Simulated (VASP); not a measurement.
Runs of VASP 6.6.1 on CsSbSI2. The structure is that of space group P4/mmm (No. 123), or close to it. The cells are those of the table. 

```csv
task,cell,cutoff (eV),gap on the mesh (eV),pressure (GPa)
single point,"a = 5.952, b = 5.952, c = 4.932 Å, 5 atoms",520,none,5.0
relaxation of cell and atoms,"relaxed to -2 GPa from a = 6.322, b = 6.322, c = 5.085 Å, 5 atoms",600,none,-1.9
single point,"a = 6.325, b = 6.325, c = 5.079 Å, 5 atoms",520,none,0.0
relaxation of cell and atoms,"relaxed to 5 GPa from a = 6.322, b = 6.322, c = 5.085 Å, 5 atoms",600,none,5.1
relaxation of cell and atoms,"relaxed to 2 GPa from a = 6.322, b = 6.322, c = 5.085 Å, 5 atoms",600,none,2.0
relaxation of cell and atoms,"relaxed from a = 6.322, b = 6.322, c = 5.085 Å, 5 atoms",600,none,0.0
relaxation of cell and atoms,"relaxed to 10 GPa from a = 6.322, b = 6.322, c = 5.085 Å, 5 atoms",600,none,9.8
single point,"a = 5.750, b = 5.750, c = 4.823 Å, 5 atoms",520,none,10.0
single point,"a = 6.139, b = 6.139, c = 5.011 Å, 5 atoms",520,none,2.0
single point,"a = 6.683, b = 6.683, c = 5.161 Å, 5 atoms",520,none,(a)
```

Alike in all rows: level PBE; potentials or basis VASP PAW PBE potentials, release 64 (Cs_sv, Sb, S, I); no spin polarisation; k mesh 4 × 4 × 4; smearing fermi-dirac 0.1 eV.

Task: Fill in the values left out.

Result: (a) -2.0.

Caveats: spin-orbit coupling is left out, which moves the levels of the heavy elements; the cell is relaxed towards a set pressure, so the run minimises the enthalpy, not the energy (at least some runs); the cell stands under pressure (at least some runs).

A k mesh can miss the band edges, and the runs leave out spin-orbit coupling on Cs, I, Sb.

A gap of «none» marks levels without a gap at the run's occupations.
